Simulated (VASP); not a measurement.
# Re (P6_3/mmc) in VASP: settings compared

Aim: see how the results for Re move with the level of theory and the settings. Levels: PBEsol, BLYP, PBE+D3(BJ), RPBE+D3(BJ). Tasks: single point, relaxation of cell and atoms.

All numbers are computed with VASP 6.6.1; they aren't measurements. Logs are shortened: lines on timing, memory, paths and dates and some standing lists are left out, and cuts for length are marked.

## 1. The cell of the first run

It takes space group P6_3/mmc (No. 194, hexagonal). The conventional cell has a = 2.761 Å, b = 2.761 Å, c = 4.458 Å, α = 90.00°, β = 90.00°, γ = 120.00°. Within 3.6 Å of Re (site symmetry -6m2) lie 12 Re at 2.74 to 2.76 Å.

## 2. Single point, PBEsol

File INCAR:

```
PREC = Accurate
ENCUT = 520
EDIFF = 1E-6
ISMEAR = -1
SIGMA = 0.05
LREAL = F
LASPH = T
NELM = 60
ALGO = Normal
ISIF = 2
LWAVE = F
LCHARG = F
GGA = PS
NBANDS = 14
```

File KPOINTS:

```
regular mesh
0
Gamma
  11 11 6
```

File POSCAR:

```
Re
1.0
    2.7608000000      0.0000000000      0.0000000000
   -1.3804000000      2.3909229348      0.0000000000
    0.0000000000      0.0000000000      4.4582000000
Re
2
Direct
    0.6666666667      0.3333333333      0.7500000000
    0.3333333333      0.6666666667      0.2500000000
```

Potentials or basis: VASP PAW PBE potentials, release 64 (Re).

Launch:

```console
cat potpaw_PBE.64/Re/POTCAR > POTCAR
mpirun -np 1 vasp_std > vasp.out
```

OUTCAR:

```text
PREC = Accurate
   ENCUT = 520
   EDIFF = 1E-6
   ISMEAR = -1
   LREAL = F
   LASPH = T
   NELM = 60
   ISIF = 2
   GGA = PS

 ion  position               nearest neighbor table
   1  0.667  0.333  0.750-   2 2.74   2 2.74   2 2.74   2 2.74   2 2.74   2 2.74
   2  0.333  0.667  0.250-   1 2.74   1 2.74   1 2.74   1 2.74   1 2.74   1 2.74

  LATTYP: Found a hexagonal cell.
 ALAT       =     2.7608000000
 C/A-ratio  =     1.6148217908

  Lattice vectors:

 A1 = (   2.7608000000,   0.0000000000,   0.0000000000)
 A2 = (  -1.3804000000,   2.3909229348,   0.0000000000)
 A3 = (   0.0000000000,   0.0000000000,   4.4582000000)

Analysis of symmetry for initial positions (statically):
=====================================================================
 Subroutine PRICEL returns:
 Original cell was already a primitive cell.

 Routine SETGRP: Setting up the symmetry group for a
 hexagonal supercell.

 Subroutine GETGRP returns: Found 24 space group operations
 (whereof 12 operations were pure point group operations)
 out of a pool of 24 trial point group operations.

The static configuration has the point symmetry D_3d.
 The point group associated with its full space group is D_6h.

Analysis of symmetry for dynamics (positions and initial velocities):
=====================================================================
 Subroutine PRICEL returns:
 Original cell was already a primitive cell.

 Routine SETGRP: Setting up the symmetry group for a
 hexagonal supercell.

 Subroutine GETGRP returns: Found 24 space group operations
 (whereof 12 operations were pure point group operations)
 out of a pool of 24 trial point group operations.

The dynamic configuration has the point symmetry D_3d.
 The point group associated with its full space group is D_6h.

 Subroutine INISYM returns: Found 24 space group operations
 (whereof 12 operations are pure point group operations),
 and found     1 'primitive' translations

----------------------------------------------------------------------------------------

                                     Primitive cell

  volume of cell :      29.4280

  direct lattice vectors                    reciprocal lattice vectors
     2.760800000  0.000000000  0.000000000     0.362213851  0.209124264  0.000000000
    -1.380400000  2.390922935  0.000000000     0.000000000  0.418248529  0.000000000
     0.000000000  0.000000000  4.458200000     0.000000000  0.000000000  0.224305774

  length of vectors
     2.760800000  2.760800000  4.458200000     0.418248529  0.418248529  0.224305774

  position of ions in fractional coordinates (direct lattice)
     0.666666667  0.333333333  0.750000000
     0.333333333  0.666666667  0.250000000

  ion indices of the primitive-cell ions
   primitive index   ion index
                 1           1
                 2           2

----------------------------------------------------------------------------------------

 KPOINTS: regular mesh

Automatic generation of k-mesh.
 Grid dimensions read from file:
 generate k-points for:   11   11    6

 Generating k-lattice:

  Cartesian coordinates                     Fractional coordinates (reciprocal lattice)
     0.032928532  0.019011297  0.000000000     0.090909091 -0.000000000  0.000000000
     0.000000000  0.038022594  0.000000000     0.000000000  0.090909091  0.000000000
     0.000000000  0.000000000  0.037384296     0.000000000  0.000000000  0.166666667

  Length of vectors
     0.038022594  0.038022594  0.037384296

  Shift w.r.t. Gamma in fractional coordinates (k-lattice)
     0.000000000  0.000000000  0.000000000

 Subroutine IBZKPT returns following result:
 ===========================================

 Found     64 irreducible k-points:

 Following reciprocal coordinates:
            Coordinates               Weight
  0.000000  0.000000  0.000000      1.000000
  0.090909 -0.000000  0.000000      6.000000
  0.181818 -0.000000  0.000000      6.000000
  0.272727 -0.000000  0.000000      6.000000
  0.363636 -0.000000  0.000000      6.000000
  0.454545 -0.000000  0.000000      6.000000
[... 16 lines left out ...]
  0.090909  0.090909  0.166667     12.000000
  0.181818  0.090909  0.166667     24.000000
 [... further k-points ...]
   k-points           NKPTS =     64   k-points in BZ     NKDIM =     64   number of bands    NBANDS=     14
   number of dos      NEDOS =    301   number of ions     NIONS =      2
   total plane-waves  NPLWV =  20736
   dimension x,y,z NGX =    24 NGY =   24 NGZ =   36
   dimension x,y,z NGXF=    48 NGYF=   48 NGZF=   72
   ions per type =               2
   NGX,Y,Z   is equivalent  to a cutoff of  14.45, 14.45, 13.42 a.u.
   NGXF,Y,Z  is equivalent  to a cutoff of  28.90, 28.90, 26.85 a.u.
 SYSTEM =  unknown system
   PREC   = accura    normal or accurate (medium, high low for compatibility)
   ISTART =      0    job   : 0-new  1-cont  2-samecut
   ICHARG =      2    charge: 1-file 2-atom 10-const
[... 28 lines left out ...]
  Fermi-wavevector in a.u.,A,eV,Ry     =   1.278000  2.415070 22.222174  1.633284
  Thomas-Fermi vector in A             =   2.410568
   LORBIT       =      0    0 simple, 1 ext, 2 COOP (PROOUT), +10 PAW based schemes
   GGA     = PS    functional components
   LHFCALC =     F    Hartree Fock is set to
   AEXX    =    0.0000 exact exchange contribution
   IVDW    =     0    specifies the selected vdW correction
   LEPSILON=     F    determine dielectric tensor
   LRPA    =     F    only Hartree local field effects (RPA)
 non-spin polarized calculation
  energy-cutoff  :      520.00
  volume of cell :       29.43
 maximum number of plane-waves:       808
 NGX is ok and might be reduce to    24
   NGX = 11   NGY = 11   NGZ = 17

 number of electron      14.0000000 magnetization

 Free energy of the ion-electron system (eV)
  ---------------------------------------------------
  ext. energy  EPLUGINS =         0.00000000
  ---------------------------------------------------
  free energy    TOTEN  =       -26.73586059 eV

  energy without entropy =      -26.72195379  energy(sigma->0) =      -26.72890719

 E-fermi :   7.7227     XC(G=0): -13.8196

 val. band max:        7.7057630944   @ k =   0.1818  -0.0000   0.1667
 cond. band min:       7.7697432121   @ k =   0.3636   0.1818   0.3333
 fundamental gap:      0.0639801177
 Fermi energy:         7.7226740801

 k-point     1 :       0.0000    0.0000    0.0000
  band No.  band energies     occupation
      1      -2.1806      2.00000
      2       1.0762      2.00000
      3       6.1316      2.00000
      4       6.1316      2.00000
      5       6.1334      2.00000
      6       6.9711      2.00000
      7       6.9711      2.00000
      8       7.9027      0.05322
      9       7.9027      0.05322
     10       8.3301      0.00001
     11      11.0869      0.00000
     12      11.0869      0.00000
     13      17.7138      0.00000
     14      21.8892      0.00000

 k-point     2 :       0.0909   -0.0000    0.0000
  band No.  band energies     occupation
      1      -1.8445      2.00000
      2       1.3895      2.00000
      3       5.4973      2.00000
      4       6.4414      2.00000
      5       6.6240      2.00000
      6       6.7853      2.00000
      7       7.0895      1.99999
      8       7.2637      1.99979
      9       7.6505      1.61800
     10       7.8501      0.14512
     11      11.2553      0.00000
     12      12.4025      0.00000
     13      17.6887      0.00000
     14      22.6254      0.00000

 k-point     3 :       0.1818   -0.0000    0.0000
  band No.  band energies     occupation
      1      -0.9169      2.00000
      2       2.1326      2.00000
      3       4.8276      2.00000
      4       5.4477      2.00000
      5       6.1725      2.00000
      6       7.0908      1.99999
      7       7.3414      1.99903
      8       7.4271      1.99460
      9       7.4719      1.98681
     10       8.1061      0.00093
     11      11.5850      0.00000
     12      14.6081      0.00000
     13      17.4783      0.00000
     14      24.0517      0.00000
[... 324 lines left out ...]
 k-point    23 :       0.0909    0.0909    0.1667
  band No.  band energies     occupation
      1      -0.9116      2.00000
      2       1.9945      2.00000
      3       4.9974      2.00000
      4       5.2172      2.00000
      5       6.1467      2.00000
      6       6.6613      2.00000
      7       6.8796      2.00000
      8       7.4556      1.99046
      9       8.1936      0.00016
     10       8.2382      0.00007
     11      11.3529      0.00000
     12      13.1322      0.00000
     13      18.9754      0.00000
     14      23.3048      0.00000

 k-point    24 :       0.1818    0.0909    0.1667
  band No.  band energies     occupation
      1       0.1424      2.00000
      2       2.7877      2.00000
      3       4.1478      2.00000
      4       4.4946      2.00000
      5       5.7675      2.00000
      6       6.4556      2.00000
      7       7.0648      2.00000
      8       8.0141      0.00587
      9       8.7275      0.00000
     10       9.1201      0.00000
     11      11.4886      0.00000
     12      14.5403      0.00000
     13      18.8909      0.00000
     14      23.6727      0.00000

 [... further k-points ...]
[... 5 lines left out ...]
  --------------------------------------------------------------------------------------
  -------------------------------------------------------------------------------------
  Total       -0.7847355     -0.7847355     -0.7826393      0.0000000      0.0000000      0.0000000
  in kB      -42.7241895    -42.7241895    -42.6100640      0.0000000      0.0000000      0.0000000
  external PRESSURE =     -42.6861477 kB  Pullay stress =       0.0000000 kB

 VOLUME and BASIS-vectors are now :
 -----------------------------------------------------------------------------
  energy-cutoff  :      520.00
  volume of cell :       29.43
      direct lattice vectors                 reciprocal lattice vectors
     2.760800000  0.000000000  0.000000000     0.362213851  0.209124264  0.000000000
    -1.380400000  2.390922935  0.000000000     0.000000000  0.418248529  0.000000000
     0.000000000  0.000000000  4.458200000     0.000000000  0.000000000  0.224305774

 POSITION                                       TOTAL-FORCE (eV/Angst)
 -----------------------------------------------------------------------------------
      1.38040      0.79697      3.34365         0.000000     -0.000000      0.000000
     -0.00000      1.59395      1.11455        -0.000000      0.000000      0.000000
 -----------------------------------------------------------------------------------
    total drift:                               -0.000000      0.000000     -0.000000

  FREE ENERGIE OF THE ION-ELECTRON SYSTEM (eV)
  ---------------------------------------------------
  free  energy   TOTEN  =       -26.7358605898 eV

  energy  without entropy=      -26.7219537948  energy(sigma->0) =      -26.72890719
```

Wall time 9.9 s (1 thread of Intel Xeon 6975P-C (Granite Rapids), shared host); peak memory 0.17 GiB.

Results:

```yaml
Free_energy: -26.7359 eV
Pressure: -4.3 GPa
Band_gap_on_the_k_mesh: zero (bands 7 and 8 overlap by 3.06 eV)
```

Caveat: the cell stands under tension; the PAW data sets were made with another functional, which shifts forces and pressure a little; spin-orbit coupling is left out, which moves the levels of the heavy elements.

## 3. Single point, BLYP

File INCAR:

```
PREC = Accurate
ENCUT = 520
EDIFF = 1E-6
ISMEAR = -1
SIGMA = 0.05
LREAL = False
LASPH = True
NELM = 60
ALGO = Normal
ISIF = 2
LWAVE = False
LCHARG = False
GGA = B5
ALDAX = 1.0
AGGAX = 1.0
AGGAC = 1.0
ALDAC = 0.0
NBANDS = 14
```

KPOINTS is that of step 2.

POSCAR is that of step 2.

Potentials or basis: VASP PAW PBE potentials, release 64 (Re).

Launch:

```console
cat potpaw_PBE.64/Re/POTCAR > POTCAR
mpirun -np 1 vasp_std > vasp.out
```

It took 15 s on 1 thread of Intel Xeon 6975P-C (Granite Rapids), shared host; peak memory 0.17 GiB.

Results (log left out):

- Free energy: -21.4190 eV
- Pressure: 22.0 GPa
- Band gap on the k mesh: zero (bands 7 and 8 overlap by 3.35 eV)

Stress tensor (GPa, compression positive):
```
22.28  0.00  0.00
 0.00 22.28  0.00
 0.00  0.00 21.45
```

Levels at points of the mesh, in eV from the Fermi level:
```
           k point  band 3  band 4  band 5  band 6  band 7  band 8  band 9  band 10  band 11  band 12
(0.00, 0.00, 0.00)   -1.66   -1.64   -1.64   -0.82   -0.82    0.10    0.10     0.91     3.29     3.29
(0.00, 0.00, 0.50)   -2.37   -2.37   -1.78   -1.78   -1.78   -1.78    2.46     2.46     2.46     2.46
```

Caveat: the cell stands under pressure; the PAW data sets were made with another functional, which shifts forces and pressure a little; spin-orbit coupling is left out, which moves the levels of the heavy elements.

## 4. Single point, PBE+D3(BJ)

This run uses another cell than the first one, of 14.67 Å³/atom.

File INCAR:

```
PREC = Accurate
ENCUT = 520
EDIFF = 1E-7
ISMEAR = -1
SIGMA = 0.05
LREAL = F
LASPH = T
NELM = 100
ALGO = Normal
ISIF = 2
LWAVE = F
LCHARG = T
GGA = PE
IVDW = 12
LELF = T
LVHAR = T
NBANDS = 14
```

File KPOINTS:

```
Automatic mesh
0
Gamma
  11 11 6
```

File POSCAR:

```
Re
1.0
    2.7570518541      0.0000000000      0.0000000000
   -1.3785259270      2.3876769452      0.0000000000
    0.0000000000      0.0000000000      4.4557397776
Re
2
Direct
    0.6666666667      0.3333333333      0.7500000000
    0.3333333333      0.6666666667      0.2500000000
```

Launch:

```console
cat potpaw_PBE.64/Re/POTCAR > POTCAR
mpirun -np 1 vasp_std > vasp.out
```

Wall time 12 s (1 thread of Intel Xeon 6975P-C (Granite Rapids), shared host); peak memory 0.17 GiB.

Results (log left out):

```
Free energy                : -26.1574 eV
Pressure                   : -0.5 GPa
Band gap on the k mesh     : zero (bands 7 and 8 overlap by 3.07 eV)
Dispersion energy per atom : -0.658 eV
```

Stress tensor (GPa, compression positive):
```
-0.45  0.00  0.00
 0.00 -0.45  0.00
 0.00  0.00 -0.62
```

Levels at points of the mesh, in eV from the Fermi level:
```
           k point  band 4  band 5  band 6  band 7  band 8  band 9  band 10  band 11
(0.00, 0.00, 0.00)   -1.60   -1.60   -0.76   -0.76    0.19    0.19     0.61     3.37
(0.00, 0.00, 0.50)   -2.41   -1.72   -1.72   -1.72   -1.72    2.55     2.55     2.55
```

Caveat: spin-orbit coupling is left out, which moves the levels of the heavy elements.

## 5. Relaxation of cell and atoms, RPBE+D3(BJ)

File INCAR:

```
  PREC = Accurate
  ENCUT = 600
  EDIFF = 1E-6
  ISMEAR = -1
  SIGMA = 0.05
  LREAL = F
  LASPH = T
  NELM = 100
  ALGO = Normal
  ISIF = 3
  LWAVE = F
  LCHARG = F
  GGA = RP
  IVDW = 12
  IBRION = 2
  NSW = 80
  EDIFFG = -0.01
```

File KPOINTS:

```
regular mesh
0
Gamma
  11 11 6
```

File POSCAR:

```
Re
1.0
    2.7608000000      0.0000000000      0.0000000000
   -1.3804000000      2.3909229348      0.0000000000
    0.0000000000      0.0000000000      4.4582000000
Re
2
Direct
    0.6666666667      0.3333333333      0.7500000000
    0.3333333333      0.6666666667      0.2500000000
```

Launch:

```console
cat potpaw_PBE.64/Re/POTCAR > POTCAR
mpirun -np 1 vasp_std > vasp.out
```

It took 54 s on 1 thread of Intel Xeon 6975P-C (Granite Rapids), shared host; peak memory 0.19 GiB.

The run converged. Its results:

| Item | Value |
| --- | --- |
| Free energy | -32.5843 eV |
| Relaxed volume | 13.44 Å³/atom |
| Relaxed cell | a = 2.678 Å, b = 2.678 Å, c = 4.331 Å, α = 90.00°, β = 90.00°, γ = 120.00° |
| Space group after relaxing (to 0.1 Å) | P6_3/mmc (No. 194) |
| Pressure after relaxing | 0.0 GPa |
| Band gap on the k mesh | zero (bands 7 and 8 overlap by 3.61 eV) |
| Dispersion energy per atom | -4.718 eV |

Final structure:
```xyz
2
Lattice="2.6776 0.0000 0.0000 -1.3388 2.3189 0.0000 0.0000 0.0000 4.3306" Properties=species:S:1:pos:R:3 pbc="T T T"
Re    1.3388    0.7730    3.2480
Re    0.0000    1.5459    1.0827
```

Levels at points of the mesh, in eV from the Fermi level:
| k point | band 3 | band 4 | band 5 | band 6 | band 7 | band 8 | band 9 | band 10 | band 11 |
| --- | --- | --- | --- | --- | --- | --- | --- | --- | --- |
| (0.00, 0.00, 0.00) | -1.87 | -1.86 | -1.86 | -0.90 | -0.90 | 0.18 | 0.18 | 0.78 | 3.77 |
| (0.00, 0.00, 0.50) | -2.69 | -2.69 | -2.00 | -2.00 | -2.00 | -2.00 | 2.88 | 2.88 | 2.88 |

Caveat: the PAW data sets were made with another functional, which shifts forces and pressure a little; spin-orbit coupling is left out, which moves the levels of the heavy elements.

## 6. Relaxation of cell and atoms, PBE+D3(BJ)

File INCAR:

```
  PREC = Accurate
  ENCUT = 600
  EDIFF = 1E-6
  ISMEAR = -1
  SIGMA = 0.05
  LREAL = F
  LASPH = T
  NELM = 80
  ALGO = Normal
  ISIF = 3
  LWAVE = F
  LCHARG = F
  GGA = PE
  IVDW = 12
  IBRION = 2
  NSW = 80
  EDIFFG = -0.005
```

File KPOINTS:

```
Automatic mesh
0
Gamma
  11 11 6
```

POSCAR is that of step 5.

Potentials or basis: VASP PAW PBE potentials, release 64 (Re).

Launch:

```console
cat potpaw_PBE.64/Re/POTCAR > POTCAR
mpirun -np 1 vasp_std > vasp.out
```

It took 29 s on 1 thread of Intel Xeon 6975P-C (Granite Rapids), shared host; peak memory 0.18 GiB.

The run converged. Its results:

- Free energy: -26.1597 eV
- Relaxed volume: 14.65 Å³/atom
- Relaxed cell: a = 2.757 Å, b = 2.757 Å, c = 4.453 Å, α = 90.00°, β = 90.00°, γ = 120.00°
- Space group after relaxing (to 0.1 Å): P6_3/mmc (No. 194)
- Energy gained by relaxing: 0.3 meV/atom
- Ionic steps: 7
- Pressure after relaxing: 0.0 GPa
- Band gap on the k mesh: zero (bands 7 and 8 overlap by 3.08 eV)
- Dispersion energy per atom: -0.658 eV

Step by step:
| step | energy change (eV) | largest force (eV/Å) | pressure (GPa) | volume (Å³) |
| --- | --- | --- | --- | --- |
| 1 | 0.0000 | 0.0000 | -1.63 | 29.43 |
| 2 | 0.0104 | 0.0000 | 7.09 | 28.79 |
| 3 | -0.0007 | 0.0000 | 0.02 | 29.30 |
| 4 | -0.0007 | 0.0000 | -0.01 | 29.31 |
| 5 | -0.0007 | 0.0000 | -0.03 | 29.31 |
| 6 | -0.0007 | 0.0000 | -0.03 | 29.31 |
| 7 | -0.0007 | 0.0000 | -0.03 | 29.31 |

Final structure:
```cif
data_structure
_symmetry_space_group_name_H-M 'P 1'
_symmetry_Int_Tables_number 1
_cell_length_a 2.7566
_cell_length_b 2.7566
_cell_length_c 4.4531
_cell_angle_alpha 90.000
_cell_angle_beta 90.000
_cell_angle_gamma 120.000
_cell_volume 29.31
loop_
_atom_site_label
_atom_site_type_symbol
_atom_site_fract_x
_atom_site_fract_y
_atom_site_fract_z
_atom_site_occupancy
Re1 Re 0.66667 0.33333 0.75000 1
Re2 Re 0.33333 0.66667 0.25000 1
```

Levels at points of the mesh, in eV from the Fermi level:
```tsv
k point	band 4	band 5	band 6	band 7	band 8	band 9	band 10	band 11
(0.00, 0.00, 0.00)	-1.60	-1.60	-0.76	-0.76	0.18	0.18	0.61	3.37
(0.00, 0.00, 0.50)	-2.40	-1.73	-1.73	-1.73	-1.73	2.55	2.55	2.55
```

Caveat: spin-orbit coupling is left out, which moves the levels of the heavy elements.

## 7. The runs side by side

| task | level | cell | cutoff (eV) | gap on the mesh (eV) | pressure (GPa) | relaxed volume (Å³/atom) |
| --- | --- | --- | --- | --- | --- | --- |
| single point | PBEsol | a = 2.761, b = 2.761, c = 4.458 Å, angles 90.0, 90.0, 120.0°, 2 atoms | 520 | none | -4.3 | - |
| single point | BLYP | a = 2.761, b = 2.761, c = 4.458 Å, angles 90.0, 90.0, 120.0°, 2 atoms | 520 | none | 22.0 | - |
| single point | PBE+D3(BJ) | a = 2.757, b = 2.757, c = 4.456 Å, angles 90.0, 90.0, 120.0°, 2 atoms | 520 | none | -0.5 | - |
| relaxation of cell and atoms | RPBE+D3(BJ) | relaxed from a = 2.761, b = 2.761, c = 4.458 Å, angles 90.0, 90.0, 120.0°, 2 atoms | 600 | none | 0.0 | 13.44 |
| relaxation of cell and atoms | PBE+D3(BJ) | relaxed from a = 2.761, b = 2.761, c = 4.458 Å, angles 90.0, 90.0, 120.0°, 2 atoms | 600 | none | 0.0 | 14.65 |

Alike in all rows: potentials or basis VASP PAW PBE potentials, release 64 (Re); no spin polarisation; k mesh 11 × 11 × 6; smearing fermi-dirac 0.05 eV.

Caveats: spin-orbit coupling is left out, which moves the levels of the heavy elements; the PAW data sets were made with another functional, which shifts forces and pressure a little (at least some runs); the cell stands under tension (at least some runs); the cell stands under pressure (at least some runs).

Total energies depend on the potentials used, so only differences within one code and one set of settings carry meaning.
